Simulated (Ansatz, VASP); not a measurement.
# One calculation of HgS, two programs

```xyz
2
Lattice="0.0000 2.9767 2.9767 2.9767 0.0000 2.9767 2.9767 2.9767 0.0000" Properties=species:S:1:pos:R:3 pbc="T T T"
Hg    0.0000    0.0000    0.0000
S     4.4650    4.4650    4.4650
```

Alike in both runs: task single point; functional PBEsol; k mesh 8 × 8 × 8; occupations gaussian, width 0.05 eV; no spin polarisation.

|  | VASP | Ansatz |
| --- | --- | --- |
| version | VASP 6.6.1 | Ansatz 0.2.0 |
| potentials or method | VASP PAW PBE potentials, release 64 (Hg, S), cutoff 500 eV | scalar-relativistic, plane waves, PAW |
| valence electrons in the cell | 18 | 26 |

|  | VASP | Ansatz | Ansatz less VASP |
| --- | --- | --- | --- |
| gap on the k mesh at the Fermi level (eV) | none | none | - |
| pressure (GPa) | -1.8 | -2.1 | -0.30 |

VASP's potentials were made for PBE, not for PBEsol. A gap of «none» marks a metal or a gap that the smearing closes. VASP's potentials hold 18 valence electrons a cell and Ansatz's 26, so a difference there can come from the potentials and not from the codes.

Spin-orbit coupling is off throughout.
